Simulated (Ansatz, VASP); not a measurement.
**One calculation of MgS, two programs**

```
CELL_PARAMETERS angstrom
0.00000 2.60165 2.60165
2.60165 0.00000 2.60165
2.60165 2.60165 0.00000
ATOMIC_POSITIONS crystal
Mg 0.00000 0.00000 0.00000
S 0.50000 0.50000 0.50000
```

Alike in both runs: task single point; functional LDA; k mesh 7 × 7 × 7; no spin polarisation.

```csv
,VASP,Ansatz
version,VASP 6.6.1,Ansatz 0.2.0
potentials or method,"VASP PAW LDA potentials, release 64 (Mg, S), cutoff 520 eV","plane waves, PAW"
occupations,"gaussian, width 0.01 eV",fixed
valence electrons in the cell,8,16
```

```csv
,VASP,Ansatz,Ansatz less VASP
gap on the k mesh at the Fermi level (eV),2.77,2.77,+0.001
```

LDA's correlation is that of Perdew and Zunger in VASP and of Perdew and Wang (1992) in Ansatz. VASP's potentials hold 8 valence electrons a cell and Ansatz's 16, so a difference there can come from the potentials and not from the codes.
